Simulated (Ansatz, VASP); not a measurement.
## One calculation of HfBr5, two programs

INCAR

```
SYSTEM = HfBr5
ALGO = Normal
EDIFF = 1E-6
EDIFFG = -0.01
ENCUT = 600
GGA = PE
IBRION = 2
ISIF = 3
ISMEAR = 0
LASPH = .True.
LCHARG = .False.
LREAL = .False.
LWAVE = .False.
NELM = 100
NSW = 100
PREC = Accurate
SIGMA = 0.1
```

KPOINTS

```
k-points
0
Gamma
  8 8 8
  0 0 0
```

POSCAR

```
HfBr5
1.0
    0.0000000000      4.2669987207      4.2669987207
    4.2669987207      0.0000000000      4.2669987207
    4.2669987207      4.2669987207      0.0000000000
Hf Br
1 5
Direct
    0.0000000000      0.0000000000      0.0000000000
    0.3746989585      0.3746989585      0.8759031245
    0.3746989585      0.8759031245      0.3746989585
    0.8759031245      0.3746989585      0.3746989585
    0.3746989585      0.3746989585      0.3746989585
    0.7500000000      0.7500000000      0.7500000000
```

Input for Ansatz:

```yaml
crystal:
  lattice:
    - [0.0, 4.2669987207, 4.2669987207]
    - [4.2669987207, 0.0, 4.2669987207]
    - [4.2669987207, 4.2669987207, 0.0]
  atoms:
    - { symbol: Hf, position: [0.0, 0.0, 0.0] }
    - { symbol: Br, position: [0.3746989585, 0.3746989585, 0.8759031245] }
    - { symbol: Br, position: [0.3746989585, 0.8759031245, 0.3746989585] }
    - { symbol: Br, position: [0.8759031245, 0.3746989585, 0.3746989585] }
    - { symbol: Br, position: [0.3746989585, 0.3746989585, 0.3746989585] }
    - { symbol: Br, position: [0.75, 0.75, 0.75] }
basis:
  ecutwfc: 420
kpoints:
  mp_grid: { grid: [8, 8, 8] }
hamiltonian:
  xc: pbe
scf:
  occupations: { method: gaussian, width: 0.1 }
output:
  forces: true
  stress: true
  eigenvalues: true
  write_density: true
  write_potential: true
  elf: true
  volumetric_format: npy
relax:
  adjacent_minimum: "off"
  f_tol: 0.01
  max_steps: 80
  cell: { stress_tol: 0.05 }
```

Change from the starting cell: species swapped into the DyCu5 type (F-43m, No. 216).

Alike in both runs: task relaxation of cell and atoms; functional PBE; k mesh 8 × 8 × 8; occupations gaussian, width 0.1 eV; no spin polarisation.

|  | VASP | Ansatz |
| --- | --- | --- |
| version | VASP 6.6.1 | Ansatz 0.2.0 |
| potentials or method | VASP PAW PBE potentials, release 64 (Hf_pv, Br), cutoff 600 eV | scalar-relativistic, plane waves, PAW |
| valence electrons in the cell | 45 | 61 |

VASP gave:

| Property | Result |
| --- | --- |
| gap on the k mesh at the Fermi level, each at its own relaxed structure (eV) | none |
| relaxed volume (Å³/atom) | 25.90 |
| relaxed cell length with the largest relative difference (Å) | 6.035 |

Question: Estimate Ansatz's values.

Answer: gap on the k mesh at the Fermi level, each at its own relaxed structure (eV): none; relaxed volume (Å³/atom): 25.95; relaxed cell length with the largest relative difference (Å): 6.038.

A gap of «none» marks a metal or a gap that the smearing closes. VASP's potentials hold 45 valence electrons a cell and Ansatz's 61, so a difference there can come from the potentials and not from the codes.

Spin-orbit coupling is off throughout.
